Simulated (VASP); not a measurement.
# CsSnI3 (Pm-3m) in VASP: single point with PBEsol

Aim: the single point of CsSnI3 with PBEsol.

Everything below comes from runs of VASP 6.6.1. Logs are shortened: lines on timing, memory, paths and dates and some standing lists are left out, and cuts for length are marked.

### 1 The cell of the first run

Symmetry: Pm-3m, No. 221, cubic system. The conventional cell has a = 6.134 Å, b = 6.134 Å, c = 6.134 Å, α = 90.00°, β = 90.00°, γ = 90.00°. Cs (site symmetry m-3m) has 12 I at 4.34 Å and 8 Sn at 5.31 Å within 5.7 Å. Sn (site symmetry m-3m) has 6 I at 3.07 Å within 4.0 Å. I (site symmetry 4/mmm) has 2 Sn at 3.07 Å within 4.0 Å.

### 2 Single point, PBEsol

POSCAR

```
CsSnI3
1.0
    6.1340716174      0.0000000000      0.0000000000
    0.0000000000      6.1340716174      0.0000000000
    0.0000000000      0.0000000000      6.1340716174
Cs Sn I
1 1 3
Direct
    0.0000000000      0.0000000000      0.0000000000
    0.5000000000      0.5000000000      0.5000000000
    0.0000000000      0.5000000000      0.5000000000
    0.5000000000      0.0000000000      0.5000000000
    0.5000000000      0.5000000000      0.0000000000
```

INCAR.step1

```
PREC = Accurate
ENCUT = 520
EDIFF = 1E-6
ISMEAR = 0
SIGMA = 0.01
LREAL = False
LASPH = True
NELM = 100
ALGO = Normal
ISIF = 2
LWAVE = False
LCHARG = True
GGA = PS
NBANDS = 30
```

KPOINTS.step1

```
Automatic mesh
0
Gamma
  6 6 6
```

INCAR.step2

```
PREC = Accurate
ENCUT = 520
EDIFF = 1E-6
ISMEAR = -5
SIGMA = 0.01
LREAL = False
LASPH = True
NELM = 100
ALGO = Normal
ISIF = 2
LWAVE = False
LCHARG = False
GGA = PS
LORBIT = 11
NBANDS = 30
NEDOS = 2001
ICHARG = 11
```

KPOINTS.step2

```
Automatic mesh
0
Gamma
  9 9 9
```

Potentials or basis: VASP PAW PBE potentials, release 64 (Cs_sv, Sn_d, I).

Command:

```bash
> cat potpaw_PBE.64/Cs_sv/POTCAR potpaw_PBE.64/Sn_d/POTCAR potpaw_PBE.64/I/POTCAR > POTCAR
> cp INCAR.step1 INCAR
> cp KPOINTS.step1 KPOINTS
> mpirun -np 1 vasp_std > vasp.out
> cp INCAR.step2 INCAR
> cp KPOINTS.step2 KPOINTS
> mpirun -np 1 vasp_std > vasp.out
```

OUTCAR:

```text
PREC = Accurate
   ENCUT = 520
   EDIFF = 1E-6
   ISMEAR = -5
   LREAL = False
   LASPH = True
   NELM = 100
   ISIF = 2
   GGA = PS
   LORBIT = 11
   ICHARG = 11

 ion  position               nearest neighbor table
   1  0.000  0.000  0.000-
   2  0.500  0.500  0.500-   3 3.07   4 3.07   5 3.07   5 3.07   4 3.07   3 3.07
   3  0.000  0.500  0.500-   2 3.07   2 3.07
   4  0.500  0.000  0.500-   2 3.07   2 3.07
   5  0.500  0.500  0.000-   2 3.07   2 3.07

  LATTYP: Found a simple cubic cell.
 ALAT       =     6.1340716174

  Lattice vectors:

 A1 = (   6.1340716174,   0.0000000000,   0.0000000000)
 A2 = (   0.0000000000,   6.1340716174,   0.0000000000)
 A3 = (   0.0000000000,   0.0000000000,   6.1340716174)

Analysis of symmetry for initial positions (statically):
=====================================================================
 Subroutine PRICEL returns:
 Original cell was already a primitive cell.

 Routine SETGRP: Setting up the symmetry group for a
 simple cubic supercell.

 Subroutine GETGRP returns: Found 48 space group operations
 (whereof 48 operations were pure point group operations)
 out of a pool of 48 trial point group operations.

The static configuration has the point symmetry O_h .

Analysis of symmetry for dynamics (positions and initial velocities):
=====================================================================
 Subroutine PRICEL returns:
 Original cell was already a primitive cell.

 Routine SETGRP: Setting up the symmetry group for a
 simple cubic supercell.

 Subroutine GETGRP returns: Found 48 space group operations
 (whereof 48 operations were pure point group operations)
 out of a pool of 48 trial point group operations.

The dynamic configuration has the point symmetry O_h .

 Subroutine INISYM returns: Found 48 space group operations
 (whereof 48 operations are pure point group operations),
 and found     1 'primitive' translations

----------------------------------------------------------------------------------------

                                     Primitive cell

  volume of cell :     230.8057

  direct lattice vectors                    reciprocal lattice vectors
     6.134071617  0.000000000  0.000000000     0.163023855  0.000000000  0.000000000
     0.000000000  6.134071617  0.000000000     0.000000000  0.163023855  0.000000000
     0.000000000  0.000000000  6.134071617     0.000000000  0.000000000  0.163023855

  length of vectors
     6.134071617  6.134071617  6.134071617     0.163023855  0.163023855  0.163023855

  position of ions in fractional coordinates (direct lattice)
     0.000000000  0.000000000  0.000000000
     0.500000000  0.500000000  0.500000000
     0.000000000  0.500000000  0.500000000
     0.500000000  0.000000000  0.500000000
     0.500000000  0.500000000  0.000000000

  ion indices of the primitive-cell ions
   primitive index   ion index
                 1           1
                 2           2
                 3           3
                 4           4
                 5           5

----------------------------------------------------------------------------------------

 KPOINTS: Automatic mesh

Automatic generation of k-mesh.
 Grid dimensions read from file:
 generate k-points for:    9    9    9

 Generating k-lattice:

  Cartesian coordinates                     Fractional coordinates (reciprocal lattice)
     0.018113762  0.000000000  0.000000000     0.111111111  0.000000000  0.000000000
     0.000000000  0.018113762  0.000000000     0.000000000  0.111111111  0.000000000
     0.000000000  0.000000000  0.018113762     0.000000000  0.000000000  0.111111111

  Length of vectors
     0.018113762  0.018113762  0.018113762

  Shift w.r.t. Gamma in fractional coordinates (k-lattice)
     0.000000000  0.000000000  0.000000000

 TETIRR: Found    353 inequivalent tetrahedra from     4374

 Subroutine IBZKPT returns following result:
 ===========================================

 Found     35 irreducible k-points:

 Following reciprocal coordinates:
            Coordinates               Weight
  0.000000  0.000000  0.000000      1.000000
  0.111111  0.000000  0.000000      6.000000
  0.222222  0.000000  0.000000      6.000000
  0.333333  0.000000  0.000000      6.000000
  0.444444  0.000000  0.000000      6.000000
  0.111111  0.111111  0.000000     12.000000
[... 16 lines left out ...]
  0.333333  0.333333  0.111111     24.000000
  0.444444  0.333333  0.111111     48.000000
 [... further k-points ...]
   k-points           NKPTS =     35   k-points in BZ     NKDIM =     35   number of bands    NBANDS=     30
   number of dos      NEDOS =   2001   number of ions     NIONS =      5
   total plane-waves  NPLWV = 110592
   dimension x,y,z NGX =    48 NGY =   48 NGZ =   48
   dimension x,y,z NGXF=    96 NGYF=   96 NGZF=   96
   ions per type =               1   1   3
   NGX,Y,Z   is equivalent  to a cutoff of  13.01, 13.01, 13.01 a.u.
   NGXF,Y,Z  is equivalent  to a cutoff of  26.02, 26.02, 26.02 a.u.
 SYSTEM =  unknown system
   PREC   = accura    normal or accurate (medium, high low for compatibility)
   ISTART =      0    job   : 0-new  1-cont  2-samecut
   ICHARG =     11    charge: 1-file 2-atom 10-const
   ISPIN  =      1    spin polarized calculation?
   LNONCOLLINEAR =      F non collinear calculations
   LSORBIT =      F    spin-orbit coupling
   LASPH  =      T    aspherical Exc in radial PAW
   ENCUT  =  520.0 eV  38.22 Ry    6.18 a.u.  11.41 11.41 11.41*2*pi/ulx,y,z
   NELM   =    100;   NELMIN=  2; NELMDL=  0     # of ELM steps
   EDIFF  = 0.1E-05   stopping-criterion for ELM
   LREAL  =      F    real-space projection
   EDIFFG = 0.1E-04   stopping-criterion for IOM
   NSW    =      0    number of steps for IOM
   IBRION =     -1    ionic relax: 0-MD 1-quasi-New 2-CG
   NFREE  =      0    steps in history (QN), initial steepest desc. (CG)
   ISIF   =      2    stress and relaxation
   ISYM   =      2    0-nonsym 1-usesym 2-fastsym
   POTIM  = 0.5000    time-step for ionic-motion
   TEBEG  =    0.0;   TEEND  =   0.0 temperature during run
   PSTRESS=    0.0 pullay stress
   NELECT =      44.0000    total number of electrons
   NUPDOWN=      -1.0000    fix difference up-down
   EMIN   =  10.00;   EMAX   =-10.00  energy-range for DOS
   EFERMI =   0.00;   METHOD = LEGACY
   ISMEAR =    -5;   SIGMA  =   0.01  broadening in eV -4-tet -1-fermi 0-gaus
   EFERMI_NEDOS =   21; number of points for ismear=-14 and -15
   IALGO  =     38    algorithm
   IMIX   =      4    mixing-type and parameters
     AMIX     =   0.40;   BMIX     =  1.00
     AMIX_MAG =   1.60;   BMIX_MAG =  1.00
  volume/ion in A,a.u.               =      46.16       311.51
  Fermi-wavevector in a.u.,A,eV,Ry     =   0.942201  1.780502 12.078472  0.887743
  Thomas-Fermi vector in A             =   2.069787
   LORBIT       =     11    0 simple, 1 ext, 2 COOP (PROOUT), +10 PAW based schemes
   GGA     = PS    functional components
   LHFCALC =     F    Hartree Fock is set to
   AEXX    =    0.0000 exact exchange contribution
   IVDW    =     0    specifies the selected vdW correction
   LEPSILON=     F    determine dielectric tensor
   LRPA    =     F    only Hartree local field effects (RPA)
 non-spin polarized calculation
 Fermi weights with tetrahedron method with Bloechl corrections
  energy-cutoff  :      520.00
  volume of cell :      230.81
 maximum number of plane-waves:      6236
 NGX is ok and might be reduce to    48

 number of electron      44.0000010 magnetization

 Free energy of the ion-electron system (eV)
  ---------------------------------------------------
  ext. energy  EPLUGINS =         0.00000000
  ---------------------------------------------------
  free energy    TOTEN  =       -15.09755052 eV

  energy without entropy =      -15.09755052  energy(sigma->0) =      -15.09755052

 E-fermi :   2.6748     XC(G=0):  -7.8373

 val. band max:        2.6633000868   @ k =   0.4444   0.4444   0.4444
 cond. band min:       3.5125340253   @ k =   0.4444   0.4444   0.4444
 fundamental gap:      0.8492339385
 Fermi energy:         2.6748242848

 k-point     1 :       0.0000    0.0000    0.0000
  band No.  band energies     occupation
      1     -19.2117      2.00000
      2     -18.9138      2.00000
      3     -18.9138      2.00000
      4     -18.8838      2.00000
      5     -18.8838      2.00000
      6     -18.8838      2.00000
[... 22 lines left out ...]
     29       7.9356      0.00000
     30       7.9356      0.00000

 k-point     2 :       0.1111    0.0000    0.0000
  band No.  band energies     occupation
      1     -19.2116      2.00000
      2     -18.9138      2.00000
      3     -18.9135      2.00000
      4     -18.8838      2.00000
      5     -18.8838      2.00000
      6     -18.8838      2.00000
[... 22 lines left out ...]
     29       7.4160      0.00000
     30       7.8870      0.00000

 k-point     3 :       0.2222    0.0000    0.0000
  band No.  band energies     occupation
      1     -19.2114      2.00000
      2     -18.9138      2.00000
      3     -18.9129      2.00000
      4     -18.8839      2.00000
      5     -18.8839      2.00000
      6     -18.8838      2.00000
[... 682 lines left out ...]
     29       7.7188      0.00000
     30       7.9223      0.00000

 k-point    24 :       0.4444    0.3333    0.1111
  band No.  band energies     occupation
      1     -19.2107      2.00000
      2     -18.9127      2.00000
      3     -18.9111      2.00000
      4     -18.8841      2.00000
      5     -18.8840      2.00000
      6     -18.8840      2.00000
[... 22 lines left out ...]
     29       7.6368      0.00000
     30       7.9667      0.00000

 [... further k-points ...]

------------------------ aborting loop because EDIFF is reached ----------------------------------------

  FORCE on cell =-STRESS in cart. coord.  units (eV):
  Direction    XX          YY          ZZ          XY          YZ          ZX
  --------------------------------------------------------------------------------------
  -------------------------------------------------------------------------------------
  Total       -0.1335725     -0.1335725     -0.1335725      0.0000000      0.0000000      0.0000000
  in kB       -0.9272166     -0.9272166     -0.9272166      0.0000000      0.0000000      0.0000000
  external PRESSURE =      -0.9272166 kB  Pullay stress =       0.0000000 kB

 VOLUME and BASIS-vectors are now :
 -----------------------------------------------------------------------------
  energy-cutoff  :      520.00
  volume of cell :      230.81
      direct lattice vectors                 reciprocal lattice vectors
     6.134071617  0.000000000  0.000000000     0.163023855  0.000000000  0.000000000
     0.000000000  6.134071617  0.000000000     0.000000000  0.163023855  0.000000000
     0.000000000  0.000000000  6.134071617     0.000000000  0.000000000  0.163023855

 POSITION                                       TOTAL-FORCE (eV/Angst)
 -----------------------------------------------------------------------------------
      0.00000      0.00000      0.00000         0.000000      0.000000      0.000000
      3.06704      3.06704      3.06704         0.000000      0.000000      0.000000
      0.00000      3.06704      3.06704         0.000000      0.000000      0.000000
      3.06704      0.00000      3.06704         0.000000      0.000000      0.000000
      3.06704      3.06704      0.00000         0.000000      0.000000      0.000000
 -----------------------------------------------------------------------------------
    total drift:                                0.000000     -0.000000     -0.000000

  FREE ENERGIE OF THE ION-ELECTRON SYSTEM (eV)
  ---------------------------------------------------
  free  energy   TOTEN  =       -15.0975505174 eV

  energy  without entropy=      -15.0975505174  energy(sigma->0) =      -15.09755052

 total charge

# of ion       s       p       d       tot
------------------------------------------
    1        1.840   4.696   0.013   6.550
    2        1.391   0.681   9.999  12.070
    3        1.509   2.772   0.013   4.294
    4        1.509   2.772   0.013   4.294
    5        1.509   2.772   0.013   4.294
--------------------------------------------------
tot          7.758  13.692  10.052  31.501
```

Run time: 8.7 min. Hardware: 1 thread of AMD EPYC 7R13, shared host; peak memory 0.42 GiB.

What came out:

| Item | Value |
| --- | --- |
| Valence electrons inside the program's atomic spheres | Cs 6.55; Sn 12.07; I 4.29 |

Levels at points of the mesh, in eV from the valence-band top:
| k point | band 20 | band 21 | band 22 | band 23 | band 24 | band 25 |
| --- | --- | --- | --- | --- | --- | --- |
| (0.00, 0.00, 0.00) | -1.84 | -1.84 | -1.84 | 2.44 | 3.34 | 3.34 |

Caveat: the PAW data sets were made with another functional, which shifts forces and pressure a little; spin-orbit coupling is left out, which moves the levels of the heavy elements.
